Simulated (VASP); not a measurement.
Input of a VASP 6.6.1 run:

INCAR

```
ALGO = Fast
EDIFF = 1E-6
EDIFFG = -0.01
ENCUT = 600
GGA = PE
IBRION = 2
ISIF = 3
ISMEAR = 0
LASPH = True
LCHARG = False
LREAL = False
LWAVE = False
NELM = 100
NSW = 80
PREC = Accurate
SIGMA = 0.1
```

KPOINTS

```
k-points
0
Gamma
  18 18 6
```

The input POSCAR:

```
Ru
1.0
    2.6972417390      0.0000000000      0.0000000000
   -1.3486208695      2.3358798661      0.0000000000
    0.0000000000      0.0000000000      8.7615862353
Ru
4
Direct
    0.0000000000      0.0000000000      0.0000000000
    0.3333333333      0.6666666667      0.2500000000
    0.0000000000      0.0000000000      0.5000000000
    0.6666666667      0.3333333333      0.7500000000
```

Potentials or basis: VASP PAW PBE potentials, release 64 (Ru_pv).

The run is started by

```bash
$ cat potpaw_PBE.64/Ru_pv/POTCAR > POTCAR
$ mpirun -np 1 vasp_std > vasp.out
```

Question: Predict the relaxed volume.

Answer: 13.81 Å³/atom.

Question: Estimate the relaxed cell.

Answer: a = 2.706 Å, b = 2.706 Å, c = 8.713 Å, α = 90.00°, β = 90.00°, γ = 120.00°.

Step by step:
```csv
step,energy change (eV),largest force (eV/Å),pressure (GPa),volume (Å³)
1,0.0000,0.0000,0.14,55.20
2,-0.0007,0.0000,-0.28,55.29
3,-0.0041,0.0000,-0.08,55.25
```
